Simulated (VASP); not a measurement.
# Ge (Pm-3m) in VASP: a series of runs, part 2 of 2

VASP 6.6.1.

### 4 Relaxation of cell and atoms, PBE

This run uses another cell than the first one, of 20.78 Å³/atom, 1.040 times its volume.

INCAR reads:

```
SYSTEM = Ge
  PREC = Accurate
  ENCUT = 500
  EDIFF = 1E-7
  ISMEAR = -1
  SIGMA = 0.1
  LREAL = .FALSE.
  LASPH = .TRUE.
  NELM = 120
  ALGO = Normal
  ISIF = 3
  LWAVE = .FALSE.
  LCHARG = .FALSE.
  GGA = PE
  IBRION = 2
  NSW = 80
  EDIFFG = -0.01
  GGA_COMPAT = .FALSE.
  NELMIN = 4
```

KPOINTS reads:

```
regular mesh
0
G
  11 11 11
  0 0 0
```

POSCAR reads:

```
Ge
1.0
    2.7491475330      0.0000000000      0.0000000000
    0.0000000000      2.7491475330      0.0000000000
    0.0000000000      0.0000000000      2.7491475330
Ge
1
Direct
    0.0000000000      0.0000000000      0.0000000000
```

Potentials or basis: VASP PAW PBE potentials, release 64 (Ge_d).

Started as:

```bash
$ cat potpaw_PBE.64/Ge_d/POTCAR > POTCAR
$ mpirun -np 1 vasp_std > vasp.out
```

OUTCAR:

```text
SYSTEM = Ge
   PREC = Accurate
   ENCUT = 500
   EDIFF = 1E-7
   ISMEAR = -1
   LREAL = .FALSE.
   LASPH = .TRUE.
   NELM = 120
   ISIF = 3
   GGA = PE
   IBRION = 2
   NSW = 80
   EDIFFG = -0.01
   NELMIN = 4

 ion  position               nearest neighbor table
   1  0.000  0.000  0.000-

  LATTYP: Found a simple cubic cell.
 ALAT       =     2.7491475330

  Lattice vectors:

 A1 = (   2.7491475330,   0.0000000000,   0.0000000000)
 A2 = (   0.0000000000,   2.7491475330,   0.0000000000)
 A3 = (   0.0000000000,   0.0000000000,   2.7491475330)

Analysis of symmetry for initial positions (statically):
=====================================================================
 Subroutine PRICEL returns:
 Original cell was already a primitive cell.

 Routine SETGRP: Setting up the symmetry group for a
 simple cubic supercell.

 Subroutine GETGRP returns: Found 48 space group operations
 (whereof 48 operations were pure point group operations)
 out of a pool of 48 trial point group operations.

The static configuration has the point symmetry O_h .

Analysis of symmetry for dynamics (positions and initial velocities):
=====================================================================
 Subroutine PRICEL returns:
 Original cell was already a primitive cell.

 Routine SETGRP: Setting up the symmetry group for a
 simple cubic supercell.

 Subroutine GETGRP returns: Found 48 space group operations
 (whereof 48 operations were pure point group operations)
 out of a pool of 48 trial point group operations.

The dynamic configuration has the point symmetry O_h .

 Subroutine INISYM returns: Found 48 space group operations
 (whereof 48 operations are pure point group operations),
 and found     1 'primitive' translations

----------------------------------------------------------------------------------------

                                     Primitive cell

  volume of cell :      20.7775

  direct lattice vectors                    reciprocal lattice vectors
     2.749147533  0.000000000  0.000000000     0.363749121  0.000000000  0.000000000
     0.000000000  2.749147533  0.000000000     0.000000000  0.363749121  0.000000000
     0.000000000  0.000000000  2.749147533     0.000000000  0.000000000  0.363749121

  length of vectors
     2.749147533  2.749147533  2.749147533     0.363749121  0.363749121  0.363749121

  position of ions in fractional coordinates (direct lattice)
     0.000000000  0.000000000  0.000000000

  ion indices of the primitive-cell ions
   primitive index   ion index
                 1           1

----------------------------------------------------------------------------------------

 KPOINTS: regular mesh

Automatic generation of k-mesh.
 Grid dimensions read from file:
 generate k-points for:   11   11   11

 Generating k-lattice:

  Cartesian coordinates                     Fractional coordinates (reciprocal lattice)
     0.033068102  0.000000000  0.000000000     0.090909091  0.000000000  0.000000000
     0.000000000  0.033068102  0.000000000     0.000000000  0.090909091  0.000000000
     0.000000000  0.000000000  0.033068102     0.000000000  0.000000000  0.090909091

  Length of vectors
[... 44 lines left out ...]
   NGXF,Y,Z  is equivalent  to a cutoff of  24.19, 24.19, 24.19 a.u.
 SYSTEM =  Ge
   PREC   = accura    normal or accurate (medium, high low for compatibility)
   ISTART =      0    job   : 0-new  1-cont  2-samecut
   ICHARG =      2    charge: 1-file 2-atom 10-const
   ISPIN  =      1    spin polarized calculation?
   LNONCOLLINEAR =      F non collinear calculations
   LSORBIT =      F    spin-orbit coupling
   LASPH  =      T    aspherical Exc in radial PAW
   ENCUT  =  500.0 eV  36.75 Ry    6.06 a.u.   5.01  5.01  5.01*2*pi/ulx,y,z
   NELM   =    120;   NELMIN=  4; NELMDL= -5     # of ELM steps
   EDIFF  = 0.1E-06   stopping-criterion for ELM
   LREAL  =      F    real-space projection
   EDIFFG = -.1E-01   stopping-criterion for IOM
   NSW    =     80    number of steps for IOM
   IBRION =      2    ionic relax: 0-MD 1-quasi-New 2-CG
   NFREE  =      1    steps in history (QN), initial steepest desc. (CG)
   ISIF   =      3    stress and relaxation
   ISYM   =      2    0-nonsym 1-usesym 2-fastsym
   POTIM  = 0.5000    time-step for ionic-motion
   TEBEG  =    0.0;   TEEND  =   0.0 temperature during run
   PSTRESS=    0.0 pullay stress
   NELECT =      14.0000    total number of electrons
   NUPDOWN=      -1.0000    fix difference up-down
   EMIN   =  10.00;   EMAX   =-10.00  energy-range for DOS
   EFERMI =   0.00;   METHOD = LEGACY
   ISMEAR =    -1;   SIGMA  =   0.10  broadening in eV -4-tet -1-fermi 0-gaus
   EFERMI_NEDOS =   21; number of points for ismear=-14 and -15
   IALGO  =     38    algorithm
   IMIX   =      4    mixing-type and parameters
     AMIX     =   0.40;   BMIX     =  1.00
     AMIX_MAG =   1.60;   BMIX_MAG =  1.00
  volume/ion in A,a.u.               =      20.78       140.21
  Fermi-wavevector in a.u.,A,eV,Ry     =   1.435223  2.712179 28.026176  2.059866
  Thomas-Fermi vector in A             =   2.554545
   LORBIT       =      0    0 simple, 1 ext, 2 COOP (PROOUT), +10 PAW based schemes
   GGA     = PE    functional components
   LHFCALC =     F    Hartree Fock is set to
   AEXX    =    0.0000 exact exchange contribution
   IVDW    =     0    specifies the selected vdW correction
   LEPSILON=     F    determine dielectric tensor
   LRPA    =     F    only Hartree local field effects (RPA)
 conjugate gradient relaxation of ions
 non-spin polarized calculation
  energy-cutoff  :      500.00
  volume of cell :       20.78
 maximum number of plane-waves:       537
   NGX = 11   NGY = 11   NGZ = 11

--------------------------------------- Ionic step        1  -------------------------------------------

 number of electron      14.0000025 magnetization

 Free energy of the ion-electron system (eV)
  ---------------------------------------------------
  ext. energy  EPLUGINS =         0.00000000
  ---------------------------------------------------
  free energy    TOTEN  =        -4.26393288 eV

  energy without entropy =       -4.24410810  energy(sigma->0) =       -4.25402049

------------------------ aborting loop because EDIFF is reached ----------------------------------------

  FORCE on cell =-STRESS in cart. coord.  units (eV):
  Direction    XX          YY          ZZ          XY          YZ          ZX
  --------------------------------------------------------------------------------------
  -------------------------------------------------------------------------------------
  Total       -0.3260084     -0.3260084     -0.3260084      0.0000000      0.0000000     -0.0000000
  in kB      -25.1388395    -25.1388395    -25.1388395      0.0000000      0.0000000     -0.0000000
  external PRESSURE =     -25.1388395 kB  Pullay stress =       0.0000000 kB
[... 57 lines left out ...]
--------------------------------------- Ionic step        3  -------------------------------------------

 number of electron      13.9999972 magnetization

 Free energy of the ion-electron system (eV)
  ---------------------------------------------------
  ext. energy  EPLUGINS =         0.00000000
  ---------------------------------------------------
  free energy    TOTEN  =        -4.27014342 eV

  energy without entropy =       -4.25085062  energy(sigma->0) =       -4.26049702

 E-fermi :   5.7534     XC(G=0): -10.8943

 val. band max:        5.6355133907   @ k =   0.2727   0.2727   0.0000
 cond. band min:       5.7877468467   @ k =   0.2727   0.2727   0.0909
 fundamental gap:      0.1522334560
 Fermi energy:         5.7533989314

 k-point     1 :       0.0000    0.0000    0.0000
  band No.  band energies     occupation
      1     -18.7913      2.00000
      2     -18.7913      2.00000
      3     -18.5505      2.00000
      4     -18.5505      2.00000
      5     -18.5505      2.00000
      6      -6.8254      2.00000
      7      12.4442      0.00000
      8      12.4442      0.00000
      9      12.4442      0.00000
     10      15.8863      0.00000
     11      15.8863      0.00000
[... 309 lines left out ...]
 k-point    24 :       0.2727    0.0909    0.0909
  band No.  band energies     occupation
      1     -18.7608      2.00000
      2     -18.6731      2.00000
      3     -18.5926      2.00000
      4     -18.5917      2.00000
      5     -18.5574      2.00000
      6      -5.0777      2.00000
      7       5.0113      1.99880
      8      11.6476      0.00000
      9      12.2405      0.00000
     10      19.8135      0.00000
     11      20.2120      0.00000

 [... further k-points ...]

------------------------ aborting loop because EDIFF is reached ----------------------------------------

  FORCE on cell =-STRESS in cart. coord.  units (eV):
  Direction    XX          YY          ZZ          XY          YZ          ZX
  --------------------------------------------------------------------------------------
  -------------------------------------------------------------------------------------
  Total        0.0014766      0.0014766      0.0014766     -0.0000000      0.0000000     -0.0000000
  in kB        0.1183695      0.1183695      0.1183695     -0.0000000      0.0000000     -0.0000000
  external PRESSURE =       0.1183695 kB  Pullay stress =       0.0000000 kB
[... 16 lines left out ...]
  FREE ENERGIE OF THE ION-ELECTRON SYSTEM (eV)
  ---------------------------------------------------
  free  energy   TOTEN  =        -4.2701434179 eV

  energy  without entropy=       -4.2508506167  energy(sigma->0) =       -4.26049702

 reached required accuracy - stopping structural energy minimisation
```

OSZICAR:

```text
N       E                     dE             d eps       ncg     rms          rms(c)
DAV:   1     0.532529181394E+02    0.53253E+02   -0.77312E+03  1273   0.335E+03
DAV:   2    -0.135544815889E-01   -0.53266E+02   -0.51563E+02  1262   0.376E+02
DAV:   3    -0.419794240475E+01   -0.41844E+01   -0.41425E+01  1394   0.702E+01
[... 20 lines left out ...]
DAV:   3    -0.427033700353E+01    0.27142E-02   -0.40470E-03  1502   0.140E+00    0.653E-02
DAV:   4    -0.427014396948E+01    0.19303E-03   -0.33123E-04  1400   0.452E-01    0.187E-02
DAV:   5    -0.427014385478E+01    0.11469E-06   -0.55150E-06  1447   0.400E-02    0.830E-03
DAV:   6    -0.427014340982E+01    0.44496E-06   -0.25782E-07  1249   0.119E-02    0.399E-04
DAV:   7    -0.427014341786E+01   -0.80413E-08   -0.99098E-09   691   0.143E-03
   3 F= -.42701434E+01 E0= -.42604970E+01  d E =-.621053E-02
```

It took 38 s on 1 thread of Intel Xeon 8259CL, shared host; peak memory 0.13 GiB.

What came out:

| Property | Result |
| --- | --- |
| Free energy | -4.2701 eV |
| Relaxed volume | 19.99 Å³/atom |
| Relaxed cell | a = 2.714 Å, b = 2.714 Å, c = 2.714 Å, α = 90.00°, β = 90.00°, γ = 90.00° |
| Space group after relaxing (to 0.05 Å) | Pm-3m (No. 221) |
| Energy gained by relaxing | 6.2 meV/atom |
| Ionic steps | 3 |
| Pressure after relaxing | 0.0 GPa |
| Band gap on the k mesh | zero (band 7 reaches 12.44 eV, above the bottom of band 8 at 3.72 eV) |

The path:
| step | energy change (eV) | largest force (eV/Å) | pressure (GPa) | volume (Å³) |
| --- | --- | --- | --- | --- |
| 1 | 0.0000 | 0.0000 | -2.51 | 20.78 |
| 2 | -0.0059 | 0.0000 | 0.56 | 19.81 |
| 3 | -0.0062 | 0.0000 | 0.01 | 19.99 |

Final structure:
```xyz
1
Lattice="2.7138 0.0000 0.0000 0.0000 2.7138 0.0000 0.0000 0.0000 2.7138" Properties=species:S:1:pos:R:3 pbc="T T T"
Ge    0.0000    0.0000    0.0000
```

### 5 Single point, PBE, non-collinear spin, zero start, spin-orbit coupling

INCAR reads:

```
PREC = Accurate
ENCUT = 500
EDIFF = 1E-6
ISMEAR = -1
SIGMA = 0.1
LREAL = False
LASPH = True
NELM = 200
ALGO = Normal
ISIF = 2
LWAVE = False
LCHARG = False
MAGMOM = 0 0 0
LORBIT = 11
LSORBIT = True
GGA_COMPAT = False
LORBMOM = True
GGA = PE
NBANDS = 25
```

KPOINTS reads:

```
Automatic mesh
0
Gamma
  12 12 12
```

POSCAR reads:

```
Ge
1.0
    2.7137598632      0.0000000000      0.0000000000
    0.0000000000      2.7137598632      0.0000000000
    0.0000000000      0.0000000000      2.7137598632
Ge
1
Direct
    0.0000000000      0.0000000000      0.0000000000
```

Started as:

```bash
$ cat potpaw_PBE.64/Ge_d/POTCAR > POTCAR
$ mpirun -np 1 vasp_ncl > vasp.out
```

Run time: 1.9 min. Hardware: 1 thread of Intel Xeon 8259CL, shared host; peak memory 0.19 GiB.

It converged, with:

```
Free energy                                           : -4.2743 eV
Pressure                                              : -0.2 GPa
Net moment                                            : 0.00 μB per cell
Valence electrons inside the program's atomic spheres : Ge 12.24
```

Moments on the atoms (μB; x, y, z):
```
Ge  0.00 0.00 0.00
```

### 6 Overview

| task | spin | cell | k mesh | cutoff (eV) | gap on the mesh (eV) | pressure (GPa) |
| --- | --- | --- | --- | --- | --- | --- |
| single point | off | a = 2.714 Å, 1 atom | 19 × 19 × 19 | 520 | none | -0.2 |
| single point | off | a = 2.714 Å, 1 atom | 11 × 11 × 11 | 500 | none | -0.2 |
| relaxation of cell and atoms | off | relaxed from a = 2.749 Å, 1 atom | 11 × 11 × 11 | 500 | none | 0.0 |
| single point | non-collinear, zero start, SOC | a = 2.714 Å, 1 atom | 12 × 12 × 12 | 500 | - | -0.2 |

Alike in all rows: level PBE; potentials or basis VASP PAW PBE potentials, release 64 (Ge_d); smearing fermi-dirac 0.1 eV.

Absolute energies hang on the potentials; compare differences alone.
